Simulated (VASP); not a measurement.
Write the native input for VASP 6.6.1 that does the following.

```
Task                   : relaxation of cell and atoms
Functional             : LDA
Potentials or basis    : VASP PAW LDA potentials, release 64 (Au)
Cutoff                 : 600 eV
k mesh                 : 12 × 12 × 12
Occupations            : methfessel-paxton, width 0.05 eV
Spin                   : no spin polarisation
Target pressure        : 20 GPa
Dipole correction      : no
Further INCAR settings : ALGO = Normal; EDIFF = 1e-06; IBRION = 2; EDIFFG = -0.02; NSW = 80; ISIF = 3
```

The structure of Au lies in POSCAR:

```
Au
1.0
   -1.6572690000      1.6572690000      1.6572690000
    1.6572690000     -1.6572690000      1.6572690000
    1.6572690000      1.6572690000     -1.6572690000
Au
1
Direct
    0.0000000000      0.0000000000      0.0000000000
```

One way to write it, as run:

INCAR

```
SYSTEM = Au
PREC = Accurate
ENCUT = 600
EDIFF = 1E-6
ISMEAR = 1
SIGMA = 0.05
LREAL = .FALSE.
LASPH = .TRUE.
NELM = 60
ALGO = Normal
ISIF = 3
LWAVE = .FALSE.
LCHARG = .FALSE.
GGA = CA
IBRION = 2
NSW = 80
EDIFFG = -0.02
PSTRESS = 200.0
```

KPOINTS

```
regular mesh
0
G
  12 12 12
  0 0 0
```

Potentials or basis: VASP PAW LDA potentials, release 64 (Au).

Command:

```console
$ cat potpaw_LDA.64/Au/POTCAR > POTCAR
$ mpirun -np 1 vasp_std > vasp.out
```

Results of the run:

The relaxed volume is 15.31 Å³/atom, the relaxed cell is a = 2.709 Å, b = 2.709 Å, c = 2.709 Å, α = 109.47°, β = 109.47°, γ = 109.47° and the space group after relaxing (to 0.05 Å) is Im-3m (No. 229). The energy change on relaxing (the enthalpy is what falls) is +1.6 meV/atom. The ionic steps are 5 and the pressure after relaxing is 20.2 GPa.

Caveat: the cell is relaxed towards a set pressure, so the enthalpy falls and the energy may rise; the volume moved by over 15 % at a fixed basis, so the end points are rough.

Run time: 13 s on 1 thread of Intel(R) Xeon(R) 6975P-C (Granite Rapids) (shared host), peak memory 0.16 GiB.
